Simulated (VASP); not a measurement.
The system is V.

```
V
1.0
    -1.56323    1.56323    1.56323
     1.56323   -1.56323    1.56323
     1.56323    1.56323   -1.56323
V
1
Direct
  0.00000 0.00000 0.00000
```

```yaml
Program: VASP 6.6.1
Task: relaxation of cell and atoms
Functional: PBEsol
Potentials_or_basis: VASP PAW PBE potentials, release 64 (V_sv)
Cutoff: 700 eV
k_mesh: 16 × 16 × 16
Occupations: fermi-dirac, width 0.02 eV
Spin: collinear spin, ferromagnetic start
Starting_moments: "[2.0] μB"
Hubbard_terms: V d U = 6 eV
```

At the start: pressure 28.7 GPa; volume 15.28 Å³/atom.

Question: Where does the relaxation end?

Answer: Over 10 steps the energy falls by 466.8 meV/atom and the volume is 21.77 Å³/atom (+42.5 %); space group Im-3m (No. 229, to 0.1 Å) before and after; moment 3.00 μB per cell.

The path:
```tsv
step	energy change (eV)	largest force (eV/Å)	pressure (GPa)	volume (Å³)
1	0.0000	0.0000	28.73	15.28
2	-0.4611	0.0000	-0.90	22.18
3	-0.4621	0.0000	0.21	21.71
4	-0.4621	0.0000	-0.13	21.85
5	-0.4622	0.0000	-0.01	21.79
6	-0.4668	0.0000	-0.05	21.79
7	-0.4668	0.0000	-0.01	21.77
8	-0.4668	0.0000	0.01	21.76
9	-0.4668	0.0000	0.02	21.76
10	-0.4668	0.0000	0.01	21.77
```

Final structure:
```yaml
crystal:
  lattice:
    - [-1.75912, 1.75912, 1.75912]
    - [1.75912, -1.75912, 1.75912]
    - [1.75912, 1.75912, -1.75912]
  atoms:
    - { symbol: V, position: [0.00000, 0.00000, 0.00000] }
```

Caveat: the electronic state changed during the relaxation; the volume moved by over 15 % at a fixed basis, so the end points are rough; the PAW data sets were made with another functional, which shifts forces and pressure a little; the U is typed as a test and isn't derived for this compound.
